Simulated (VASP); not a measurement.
A run of VASP 6.6.1 is set up as follows.

File INCAR:

```
  PREC = Accurate
  ENCUT = 520
  EDIFF = 1E-6
  ISMEAR = -1
  SIGMA = 0.2
  LREAL = F
  LASPH = T
  NELM = 80
  ALGO = Normal
  ISIF = 2
  LWAVE = F
  LCHARG = F
  NBANDS = 16
```

Contents of KPOINTS:

```
Automatic mesh
0
Gamma
  7 7 7
```

Contents of POSCAR:

```
ZrH3
1.0
    3.1518762130      0.0000000000      0.0000000000
    0.0000000000      3.1518762130      0.0000000000
    0.0000000000      0.0000000000      3.1518762130
Zr H
1 3
Direct
    0.0000000000      0.0000000000      0.0000000000
    0.0000000000      0.5000000000      0.5000000000
    0.5000000000      0.0000000000      0.5000000000
    0.5000000000      0.5000000000      0.0000000000
```

Potentials or basis: VASP PAW LDA potentials, release 64 (Zr_sv, H).

The run is started by

```console
$ cat potpaw_LDA.64/Zr_sv/POTCAR potpaw_LDA.64/H/POTCAR > POTCAR
$ mpirun -np 1 vasp_std > vasp.out
```

(1) Estimate the pressure.

## Answers

(1) -9.6 GPa.
